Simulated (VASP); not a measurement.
Wanted: the native input for a VASP 6.6.1 run.

```yaml
Task: relaxation of cell and atoms
Functional: r2SCAN
Dispersion: rVV10
Potentials_or_basis: VASP PAW PBE potentials, release 64 (Sn_d, S)
Cutoff: 550 eV
k_mesh: 12 × 12 × 4
Occupations: fermi-dirac, width 0.02 eV
Spin: no spin polarisation
Dipole_correction: no
Further_INCAR_settings: ALGO = Normal; EDIFF = 1e-07; IBRION = 2; EDIFFG = -0.005; NSW = 80; ISIF = 3
```

Crystal: SnS2.

```
Sn S
1.0
     3.66891    0.00000    0.00000
    -1.83445    3.17737    0.00000
     0.00000    0.00000    5.80956
Sn S
1 2
Direct
  0.00000 0.00000 0.00000
  0.33333 0.66667 0.25451
  0.66667 0.33333 0.74549
```

One way to write it, as run:

POSCAR

```
SnS2
1.0
    3.6689056951      0.0000000000      0.0000000000
   -1.8344528475      3.1773655360      0.0000000000
    0.0000000000      0.0000000000      5.8095614543
Sn S
1 2
Direct
    0.0000000000      0.0000000000      0.0000000000
    0.3333333333      0.6666666667      0.2545079848
    0.6666666667      0.3333333333      0.7454920152
```

INCAR.step1

```
SYSTEM = SnS2
  ALGO = Normal
  EDIFF = 1E-5
  EDIFFG = -0.005
  ENCUT = 550
  GGA = PE
  GGA_COMPAT = .False.
  IBRION = 2
  ISIF = 3
  ISMEAR = -1
  LASPH = .True.
  LCHARG = .False.
  LREAL = .False.
  LWAVE = .True.
  NELM = 120
  NELMIN = 4
  NSW = 100
  PREC = Accurate
  SIGMA = 0.02
```

INCAR.step2

```
SYSTEM = SnS2
  ALGO = Normal
  BPARAM = 11.95
  CPARAM = 0.0093
  EDIFF = 1E-7
  EDIFFG = -0.005
  ENCUT = 550
  GGA_COMPAT = .False.
  IBRION = 2
  ISIF = 3
  ISMEAR = -1
  ISTART = 1
  IVDW_NL = 2
  LASPH = .True.
  LCHARG = .False.
  LMIXTAU = .True.
  LREAL = .False.
  LUSE_VDW = .True.
  LWAVE = .False.
  METAGGA = R2SCAN
  NELM = 120
  NELMIN = 4
  NSW = 80
  PREC = Accurate
  SIGMA = 0.02
```

KPOINTS

```
k-points
0
Gamma
  12 12 4
  0 0 0
```

Potentials or basis: VASP PAW PBE potentials, release 64 (Sn_d, S).

The run is started by

```sh
$ cat potpaw_PBE.64/Sn_d/POTCAR potpaw_PBE.64/S/POTCAR > POTCAR
$ cp INCAR.step1 INCAR
$ mpirun -np 1 vasp_std > vasp.out
$ cp INCAR.step2 INCAR
$ mpirun -np 1 vasp_std > vasp.out
```

Results of the run:

```json
{
 "Relaxed volume": "23.03 Å³/atom",
 "Relaxed cell": "a = 3.662 Å, b = 3.662 Å, c = 5.949 Å, α = 90.00°, β = 90.00°, γ = 120.00°",
 "Space group after relaxing (to 0.1 Å)": "P-3m1 (No. 164)",
 "Energy gained by relaxing": "2.9 meV/atom",
 "Ionic steps": "13",
 "Pressure after relaxing": "0.0 GPa",
 "Band gap on the k mesh": "1.78 eV (least direct gap 2.23 eV)"
}
```

Caveat: the PAW data sets were made with another functional, which shifts forces and pressure a little; spin-orbit coupling is left out, which moves the levels of the heavy elements.

Run time: 41 min on 1 thread of Intel(R) Xeon(R) 6975P-C (Granite Rapids), on a shared host, peak memory 0.4 GiB.
